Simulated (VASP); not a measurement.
# CdO2 (P-3m1) in VASP: single point with r2SCAN

Aim: the single point of CdO2 with r2SCAN.

All numbers are computed with VASP 6.6.1; they aren't measurements. Logs are shortened: lines on timing, memory, paths and dates and some standing lists are left out, and cuts for length are marked.

### 1 The cell of the first run

Symmetry: P-3m1, No. 164, trigonal system. The conventional cell has a = 3.476 Å, b = 3.476 Å, c = 4.148 Å, α = 90.00°, β = 90.00°, γ = 120.00°. Within 3.0 Å of Cd (site symmetry -3m) lie 6 O at 2.25 Å. Within 3.0 Å of O (site symmetry 3m) lie 3 Cd at 2.25 Å and 6 O at 2.85 to 2.92 Å.

### 2 Single point, r2SCAN

Contents of POSCAR:

```
CdO2
1.0
    3.4762300000      0.0000000000      0.0000000000
   -1.7381150000      3.0105034894      0.0000000000
    0.0000000000      0.0000000000      4.1480760000
Cd O
1 2
Direct
    0.0000000000      0.0000000000      0.0000000000
    0.6666666667      0.3333333333      0.7557800000
    0.3333333333      0.6666666667      0.2442200000
```

Contents of INCAR.step1:

```
SYSTEM = CdO2
PREC = Accurate ; ENCUT = 770
ISMEAR = -1 ; SIGMA = 0.1
LREAL = .False. ; LASPH = .True.
NELM = 120 ; NBANDS = 23
GGA = PE ; ALGO = Normal
EDIFF = 1E-5 ; LWAVE = .True.
LCHARG = .False. ; GGA_COMPAT = .False.
```

Contents of INCAR.step2:

```
SYSTEM = CdO2
PREC = Accurate ; ENCUT = 770
EDIFF = 1E-6 ; ISMEAR = -1
SIGMA = 0.1 ; LREAL = .False.
LASPH = .True. ; NELM = 120
ALGO = Normal ; ISIF = 2
LWAVE = .False. ; LCHARG = .True.
METAGGA = R2SCAN ; LMIXTAU = .True.
LELF = .True. ; LVHAR = .True.
NBANDS = 23 ; ISTART = 1
GGA_COMPAT = .False.
```

Contents of KPOINTS:

```
regular mesh
0
Gamma
  3 3 2
  0 0 0
```

Potentials or basis: VASP PAW PBE potentials, release 64 (Cd_sv_GW, O).

Launch:

```
$ cat potpaw_PBE.64/Cd_sv_GW/POTCAR potpaw_PBE.64/O/POTCAR > POTCAR
$ cp INCAR.step1 INCAR
$ mpirun -np 1 vasp_std > vasp.out
$ cp INCAR.step2 INCAR
$ mpirun -np 1 vasp_std > vasp.out
```

OUTCAR:

```text
SYSTEM = CdO2
   PREC = Accurate
   ENCUT = 770
   EDIFF = 1E-6
   ISMEAR = -1
   LREAL = .False.
   LASPH = .True.
   NELM = 120
   ISIF = 2
   METAGGA = R2SCAN
   ISTART = 1

 ion  position               nearest neighbor table
   1  0.000  0.000  0.000-   2 2.25   3 2.25   2 2.25   3 2.25   2 2.25   3 2.25
   2  0.667  0.333  0.756-   1 2.25   1 2.25   1 2.25
   3  0.333  0.667  0.244-   1 2.25   1 2.25   1 2.25

  LATTYP: Found a hexagonal cell.
 ALAT       =     3.4762300000
 C/A-ratio  =     1.1932685697

  Lattice vectors:

 A1 = (   3.4762300000,   0.0000000000,   0.0000000000)
 A2 = (  -1.7381150000,   3.0105034894,   0.0000000000)
 A3 = (   0.0000000000,   0.0000000000,   4.1480760000)

Analysis of symmetry for initial positions (statically):
=====================================================================
 Subroutine PRICEL returns:
 Original cell was already a primitive cell.

 Routine SETGRP: Setting up the symmetry group for a
 hexagonal supercell.

 Subroutine GETGRP returns: Found 12 space group operations
 (whereof 12 operations were pure point group operations)
 out of a pool of 24 trial point group operations.

The static configuration has the point symmetry D_3d.

Analysis of symmetry for dynamics (positions and initial velocities):
=====================================================================
 Subroutine PRICEL returns:
 Original cell was already a primitive cell.

 Routine SETGRP: Setting up the symmetry group for a
 hexagonal supercell.

 Subroutine GETGRP returns: Found 12 space group operations
 (whereof 12 operations were pure point group operations)
 out of a pool of 24 trial point group operations.

The dynamic configuration has the point symmetry D_3d.

 Subroutine INISYM returns: Found 12 space group operations
 (whereof 12 operations are pure point group operations),
 and found     1 'primitive' translations

----------------------------------------------------------------------------------------

                                     Primitive cell

  volume of cell :      43.4105

  direct lattice vectors                    reciprocal lattice vectors
     3.476230000  0.000000000  0.000000000     0.287667962  0.166085175  0.000000000
    -1.738115000  3.010503489  0.000000000     0.000000000  0.332170351  0.000000000
     0.000000000  0.000000000  4.148076000     0.000000000  0.000000000  0.241075622

  length of vectors
     3.476230000  3.476230000  4.148076000     0.332170351  0.332170351  0.241075622

  position of ions in fractional coordinates (direct lattice)
     0.000000000  0.000000000  0.000000000
     0.666666667  0.333333333  0.755780000
     0.333333333  0.666666667  0.244220000

  ion indices of the primitive-cell ions
   primitive index   ion index
                 1           1
                 2           2
                 3           3

----------------------------------------------------------------------------------------

 KPOINTS: regular mesh

Automatic generation of k-mesh.
 Grid dimensions read from file:
 generate k-points for:    3    3    2

 Generating k-lattice:

  Cartesian coordinates                     Fractional coordinates (reciprocal lattice)
     0.095889321  0.055361725  0.000000000     0.333333333  0.000000000  0.000000000
     0.000000000  0.110723450  0.000000000     0.000000000  0.333333333  0.000000000
     0.000000000  0.000000000  0.120537811     0.000000000  0.000000000  0.500000000

  Length of vectors
     0.110723450  0.110723450  0.120537811

  Shift w.r.t. Gamma in fractional coordinates (k-lattice)
     0.000000000  0.000000000  0.000000000

 Subroutine IBZKPT returns following result:
 ===========================================

 Found      6 irreducible k-points:

 Following reciprocal coordinates:
            Coordinates               Weight
  0.000000  0.000000  0.000000      1.000000
  0.333333  0.000000  0.000000      6.000000
  0.333333  0.333333  0.000000      2.000000
  0.000000  0.000000  0.500000      1.000000
  0.333333  0.000000  0.500000      6.000000
  0.333333  0.333333  0.500000      2.000000
   k-points           NKPTS =      6   k-points in BZ     NKDIM =      6   number of bands    NBANDS=     23
   number of dos      NEDOS =    301   number of ions     NIONS =      3
   total plane-waves  NPLWV =  40960
   dimension x,y,z NGX =    32 NGY =   32 NGZ =   40
   dimension x,y,z NGXF=    64 NGYF=   64 NGZF=   80
   ions per type =               1   2
   NGX,Y,Z   is equivalent  to a cutoff of  15.30, 15.30, 16.03 a.u.
   NGXF,Y,Z  is equivalent  to a cutoff of  30.61, 30.61, 32.06 a.u.
 SYSTEM =  CdO2
   PREC   = accura    normal or accurate (medium, high low for compatibility)
   ISTART =      1    job   : 0-new  1-cont  2-samecut
   ICHARG =      0    charge: 1-file 2-atom 10-const
   ISPIN  =      1    spin polarized calculation?
   LNONCOLLINEAR =      F non collinear calculations
   LSORBIT =      F    spin-orbit coupling
   LASPH  =      T    aspherical Exc in radial PAW
   ENCUT  =  770.0 eV  56.59 Ry    7.52 a.u.   7.87  7.87  9.39*2*pi/ulx,y,z
   NELM   =    120;   NELMIN=  2; NELMDL=  0     # of ELM steps
   EDIFF  = 0.1E-05   stopping-criterion for ELM
   LREAL  =      F    real-space projection
   EDIFFG = 0.1E-04   stopping-criterion for IOM
   NSW    =      0    number of steps for IOM
   IBRION =     -1    ionic relax: 0-MD 1-quasi-New 2-CG
   NFREE  =      0    steps in history (QN), initial steepest desc. (CG)
   ISIF   =      2    stress and relaxation
   ISYM   =      2    0-nonsym 1-usesym 2-fastsym
   POTIM  = 0.5000    time-step for ionic-motion
   TEBEG  =    0.0;   TEEND  =   0.0 temperature during run
   PSTRESS=    0.0 pullay stress
   NELECT =      32.0000    total number of electrons
   NUPDOWN=      -1.0000    fix difference up-down
   EMIN   =  10.00;   EMAX   =-10.00  energy-range for DOS
   EFERMI =   0.00;   METHOD = LEGACY
   ISMEAR =    -1;   SIGMA  =   0.10  broadening in eV -4-tet -1-fermi 0-gaus
   EFERMI_NEDOS =   21; number of points for ismear=-14 and -15
   IALGO  =     38    algorithm
   IMIX   =      4    mixing-type and parameters
     AMIX     =   0.40;   BMIX     =  1.00
     AMIX_MAG =   1.60;   BMIX_MAG =  1.00
  volume/ion in A,a.u.               =      14.47        97.65
  Fermi-wavevector in a.u.,A,eV,Ry     =   1.478859  2.794638 29.756259  2.187023
  Thomas-Fermi vector in A             =   2.593088
   LORBIT       =      0    0 simple, 1 ext, 2 COOP (PROOUT), +10 PAW based schemes
   METAGGA = R2SCAN    functional components
   LHFCALC =     F    Hartree Fock is set to
   AEXX    =    0.0000 exact exchange contribution
   IVDW    =     0    specifies the selected vdW correction
   LEPSILON=     F    determine dielectric tensor
   LRPA    =     F    only Hartree local field effects (RPA)
 non-spin polarized calculation
  energy-cutoff  :      770.00
  volume of cell :       43.41
 maximum number of plane-waves:      2118
 NGX is ok and might be reduce to    32
   NGX = 15   NGY = 15   NGZ = 19

 number of electron      32.0000002 magnetization

 Free energy of the ion-electron system (eV)
  ---------------------------------------------------
  ext. energy  EPLUGINS =         0.00000000
  ---------------------------------------------------
  free energy    TOTEN  =       -31.98896575 eV

  energy without entropy =      -31.83356904  energy(sigma->0) =      -31.91126739

 E-fermi :   0.8115     XC(G=0): -10.8920

 val. band max:        0.8088464764   @ k =   0.3333   0.0000   0.0000
 cond. band min:       0.8767982880   @ k =   0.0000   0.0000   0.0000
 fundamental gap:      0.0679518116
 Fermi energy:         0.8114920606

 k-point     1 :       0.0000    0.0000    0.0000
  band No.  band energies     occupation
      1    -102.5076      2.00000
      2     -62.6526      2.00000
      3     -62.6443      2.00000
      4     -62.6443      2.00000
      5     -17.3172      2.00000
      6     -15.9652      2.00000
[... 15 lines left out ...]
     22      16.3247      0.00000
     23      19.9758      0.00000

 k-point     2 :       0.3333    0.0000    0.0000
  band No.  band energies     occupation
      1    -102.5074      2.00000
      2     -62.6520      2.00000
      3     -62.6496      2.00000
      4     -62.6457      2.00000
      5     -16.8561      2.00000
      6     -16.2710      2.00000
[... 15 lines left out ...]
     22      16.0074      0.00000
     23      16.4918      0.00000

 k-point     3 :       0.3333    0.3333    0.0000
  band No.  band energies     occupation
      1    -102.5073      2.00000
      2     -62.6517      2.00000
      3     -62.6493      2.00000
      4     -62.6493      2.00000
      5     -16.5087      2.00000
      6     -16.5087      2.00000
[... 15 lines left out ...]
     22      15.0318      0.00000
     23      18.3307      0.00000

 k-point     4 :       0.0000    0.0000    0.5000
  band No.  band energies     occupation
      1    -102.5077      2.00000
      2     -62.6527      2.00000
      3     -62.6443      2.00000
      4     -62.6443      2.00000
      5     -16.9480      2.00000
      6     -16.3900      2.00000
[... 15 lines left out ...]
     22      17.8199      0.00000
     23      19.1003      0.00000

 k-point     5 :       0.3333    0.0000    0.5000
  band No.  band energies     occupation
      1    -102.5074      2.00000
      2     -62.6522      2.00000
      3     -62.6496      2.00000
      4     -62.6457      2.00000
      5     -16.6385      2.00000
      6     -16.4688      2.00000
[... 15 lines left out ...]
     22      16.3787      0.00000
     23      19.6402      0.00000

 k-point     6 :       0.3333    0.3333    0.5000
  band No.  band energies     occupation
      1    -102.5073      2.00000
      2     -62.6518      2.00000
      3     -62.6493      2.00000
      4     -62.6493      2.00000
      5     -16.4942      2.00000
      6     -16.4942      2.00000
[... 15 lines left out ...]
     22      15.8666      0.00000
     23      15.8666      0.00000

------------------------ aborting loop because EDIFF is reached ----------------------------------------

  FORCE on cell =-STRESS in cart. coord.  units (eV):
  Direction    XX          YY          ZZ          XY          YZ          ZX
  --------------------------------------------------------------------------------------
  -------------------------------------------------------------------------------------
  Total       -2.9803072     -2.9803072     -2.3192009     -0.0000000     -0.0000000      0.0000000
  in kB     -109.9960978   -109.9960978    -85.5962244     -0.0000000     -0.0000000      0.0000000
  external PRESSURE =    -101.8628067 kB  Pullay stress =       0.0000000 kB

 VOLUME and BASIS-vectors are now :
 -----------------------------------------------------------------------------
  energy-cutoff  :      770.00
  volume of cell :       43.41
      direct lattice vectors                 reciprocal lattice vectors
     3.476230000  0.000000000  0.000000000     0.287667962  0.166085175  0.000000000
    -1.738115000  3.010503489  0.000000000     0.000000000  0.332170351  0.000000000
     0.000000000  0.000000000  4.148076000     0.000000000  0.000000000  0.241075622

 POSITION                                       TOTAL-FORCE (eV/Angst)
 -----------------------------------------------------------------------------------
      0.00000      0.00000      0.00000         0.000000      0.000000      0.000000
      1.73812      1.00350      3.13503         0.000000      0.000000      0.336508
     -0.00000      2.00700      1.01304        -0.000000      0.000000     -0.336508
 -----------------------------------------------------------------------------------
    total drift:                                0.000000     -0.000000      0.000000

  FREE ENERGIE OF THE ION-ELECTRON SYSTEM (eV)
  ---------------------------------------------------
  free  energy   TOTEN  =       -31.9889657503 eV

  energy  without entropy=      -31.8335690378  energy(sigma->0) =      -31.91126739
```

Wall time 23 s (1 thread of Intel Xeon 6975P-C (Granite Rapids), shared host); peak memory 0.21 GiB.

What came out:

```yaml
Free_energy: -31.9890 eV
Pressure: -10.2 GPa
Largest_force: 0.337 eV/Å
Band_gap_on_the_k_mesh: zero (bands 16 and 17 overlap by 0.96 eV)
```

Forces on the atoms (eV/Å):
```
Cd   0.000  0.000  0.000
O    0.000  0.000  0.337
O    0.000  0.000 -0.337
```

Stress tensor (GPa, compression positive):
```
-11.00   0.00   0.00
  0.00 -11.00   0.00
  0.00   0.00  -8.56
```

Caveat: the k points lie up to 0.76 Å⁻¹ apart, too coarse for converged energies and pressures of a metal; the PAW data sets were made with another functional, which shifts forces and pressure a little.

The gap in the log of VASP goes by the Fermi energy; the results here count the filled bands.